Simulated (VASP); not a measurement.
Runs of VASP 6.6.1 on Cu. The structure is that of space group Fm-3m (No. 225), or close to it. The cells are those of the table. 

```csv
cell,gap on the mesh (eV),pressure (GPa)
"a = 2.562 Å, angles 60.0°, 1 atom",none,-5.1
"a = 2.626 Å, angles 60.0°, 1 atom",none,(b)
"a = 2.529 Å, angles 60.0°, 1 atom",none,0.7
"a = 2.495 Å, angles 60.0°, 1 atom",none,(a)
"a = 2.595 Å, angles 60.0°, 1 atom",none,-9.7
"a = 2.459 Å, angles 60.0°, 1 atom",none,17.5
"a = 2.423 Å, angles 60.0°, 1 atom",none,29.6
```

Alike in all rows: task single point; level r2SCAN; potentials or basis VASP PAW PBE potentials, release 64 (Cu); no spin polarisation; k mesh 25 × 25 × 25; cutoff (eV) 520; smearing fermi-dirac 0.1 eV.

**Question.** Estimate the missing entries.

**Answer.** (a) 8.0; (b) -13.3.

Caveats: the PAW data sets were made with another functional, which shifts forces and pressure a little; the cell stands under tension (at least some runs); the cell stands under pressure (at least some runs).

A gap of «none» marks levels without a gap at the run's occupations.
